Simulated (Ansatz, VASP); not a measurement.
**Two plane-wave programs on C**

```
C
1.0
     1.22905    0.70959    3.28297
    -1.22905    0.70959    3.28297
     0.00000   -1.41918    3.28297
C
2
Cartesian
  0.0000 -0.0200 1.6407
  0.0000 0.0200 8.2082
```

Change from the starting cell: mode 4 frozen in at +0.000 Å and mode 6 at -0.020 Å (largest displacements).

Alike in both runs: task single point; functional PBEsol; dispersion D3(BJ); k mesh 15 × 15 × 15; occupations gaussian, width 0.05 eV; no spin polarisation.

```csv
,VASP,Ansatz
version,VASP 6.6.1,Ansatz 0.2.0
potentials or method,"VASP PAW PBE potentials, release 64 (C), cutoff 520 eV","scalar-relativistic, plane waves, PAW"
valence electrons in the cell,8,8
```

```tsv
	VASP	Ansatz	Ansatz less VASP
gap on the k mesh at the Fermi level (eV)	0.18	0.18	-0.001
least direct gap on the mesh (eV)	0.18	0.18	-0.001
pressure (GPa)	1.6	0.8	-0.74
traceless stress, the component that is largest in VASP (GPa)	5.90	5.39	-0.511
rms of the force components (eV/Å)	1.345	1.342	-0.0035
```

VASP's potentials were made for PBE, not for PBEsol, and Ansatz warns of the same on its side. Atom by atom the forces differ by 0.004 eV/Å (rms over components).
